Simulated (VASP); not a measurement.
Write the native input for VASP 6.6.1 that does the following.

```yaml
Task: single point
Functional: r2SCAN
Potentials_or_basis: VASP PAW PBE potentials, release 64 (Cd_sv_GW, F)
Cutoff: 660 eV
k_mesh: 6 × 6 × 6
Occupations: gaussian, width 0.01 eV
Spin: no spin polarisation
Dipole_correction: no
Second_run: valence_matched
Further_INCAR_settings: ALGO = Normal; EDIFF = 1e-06; NBANDS = 24
```

CdF2:

```
Cd F
1.0
     0.00000    2.66696    2.66696
     2.66696    0.00000    2.66696
     2.66696    2.66696    0.00000
Cd F
1 2
Direct
  0.00000 0.00000 0.00000
  0.25000 0.25000 0.25000
  0.75000 0.75000 0.75000
```

This cell differs from its parent crystal: volume changed by -3%.

These files were run (other wordings do the same):

POSCAR

```
CdF2
1.0
    0.0000000000      2.6669619016      2.6669619016
    2.6669619016      0.0000000000      2.6669619016
    2.6669619016      2.6669619016      0.0000000000
Cd F
1 2
Direct
    0.0000000000      0.0000000000      0.0000000000
    0.2500000000      0.2500000000      0.2500000000
    0.7500000000      0.7500000000      0.7500000000
```

INCAR.step1

```
SYSTEM = CdF2
PREC = Accurate ; ENCUT = 660
ISMEAR = 0 ; SIGMA = 0.01
LREAL = .False. ; LASPH = .True.
NELM = 120 ; NBANDS = 24
GGA = PE ; ALGO = Normal
EDIFF = 1E-5 ; LWAVE = .True.
LCHARG = .False. ; GGA_COMPAT = .False.
```

INCAR.step2

```
SYSTEM = CdF2
PREC = Accurate ; ENCUT = 660
EDIFF = 1E-6 ; ISMEAR = 0
SIGMA = 0.01 ; LREAL = .False.
LASPH = .True. ; NELM = 120
ALGO = Normal ; ISIF = 2
LWAVE = .False. ; LCHARG = .True.
METAGGA = R2SCAN ; LMIXTAU = .True.
LELF = .True. ; LVHAR = .True.
NBANDS = 24 ; ISTART = 1
GGA_COMPAT = .False.
```

KPOINTS

```
regular mesh
0
Gamma
  6 6 6
  0 0 0
```

Potentials or basis: VASP PAW PBE potentials, release 64 (Cd_sv_GW, F).

The run is started by

```console
$ cat potpaw_PBE.64/Cd_sv_GW/POTCAR potpaw_PBE.64/F/POTCAR > POTCAR
$ cp INCAR.step1 INCAR
$ mpirun -np 1 vasp_std > vasp.out
$ cp INCAR.step2 INCAR
$ mpirun -np 1 vasp_std > vasp.out
```

Results of the run:

```json
{"Pressure": "3.2 GPa", "Band gap on the k mesh": "3.92 eV, indirect (least direct gap 4.37 eV)"}
```

Caveat: the PAW data sets were made with another functional, which shifts forces and pressure a little.

It took 65 s on 1 thread of Intel(R) Xeon(R) Platinum 8375C CPU @ 2.90GHz (Ice Lake) (shared host), peak memory 0.2 GiB.
